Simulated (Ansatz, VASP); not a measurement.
Pt in VASP and in Ansatz

INCAR

```
SYSTEM = Pt
PREC = Accurate
ENCUT = 520
EDIFF = 1E-6
ISMEAR = 0
SIGMA = 0.15
LREAL = .False.
LASPH = .True.
NELM = 100
ALGO = Fast
ISIF = 2
LWAVE = .False.
LCHARG = .False.
GGA = PS
NBANDS = 17
```

The input KPOINTS:

```
regular mesh
0
Gamma
  18 18 10
  0 0 0
```

POSCAR

```
Pt
1.0
    2.6778456473      0.0000000000      0.0000000000
   -1.3389228237      2.4625307513      0.0000000000
    0.0000000000      0.0000000000      4.7921340000
Pt
2
Direct
    0.6666666667      0.3333333333      0.7500000000
    0.3333333333      0.6666666667      0.2500000000
```

Input for Ansatz:

```yaml
crystal:
  lattice:
    - [2.6778456473, 0.0, 0.0]
    - [-1.3389228237, 2.4625307513, 0.0]
    - [0.0, 0.0, 4.792134]
  atoms:
    - { symbol: Pt, position: [0.6666666667, 0.3333333333, 0.75] }
    - { symbol: Pt, position: [0.3333333333, 0.6666666667, 0.25] }
basis:
  ecutwfc: 420
kpoints:
  mp_grid: { grid: [18, 18, 10] }
hamiltonian:
  xc: pbesol
scf:
  occupations: { method: gaussian, width: 0.15 }
output:
  forces: true
  stress: true
  eigenvalues: true
```

Change from the starting cell: strain -0.0300 x Voigt [1, -1, 0, 0, 0, 0], atoms carried along.

Alike in both runs: task single point; functional PBEsol; k mesh 18 × 18 × 10; occupations gaussian, width 0.15 eV; no spin polarisation.

```csv
,VASP,Ansatz
version,VASP 6.6.1,Ansatz 0.2.0
potentials or method,"VASP PAW PBE potentials, release 64 (Pt), cutoff 520 eV","scalar-relativistic, plane waves, PAW"
valence electrons in the cell,20,36
```

```tsv
	VASP	Ansatz	Ansatz less VASP
gap on the k mesh at the Fermi level (eV)	none	none	-
pressure (GPa)	-10.1	-9.8	+0.38
traceless stress, the component that is largest in VASP (GPa)	7.80	7.80	+0.009
rms of the force components (eV/Å)	0.004	0.003	-0.0005
```

VASP's potentials were made for PBE, not for PBEsol. Atom by atom the forces differ by 0.001 eV/Å (rms over components). A gap of «none» marks a metal or a gap that the smearing closes. VASP's potentials hold 20 valence electrons a cell and Ansatz's 36, so a difference there can come from the potentials and not from the codes.

Neither program's run includes spin-orbit coupling.
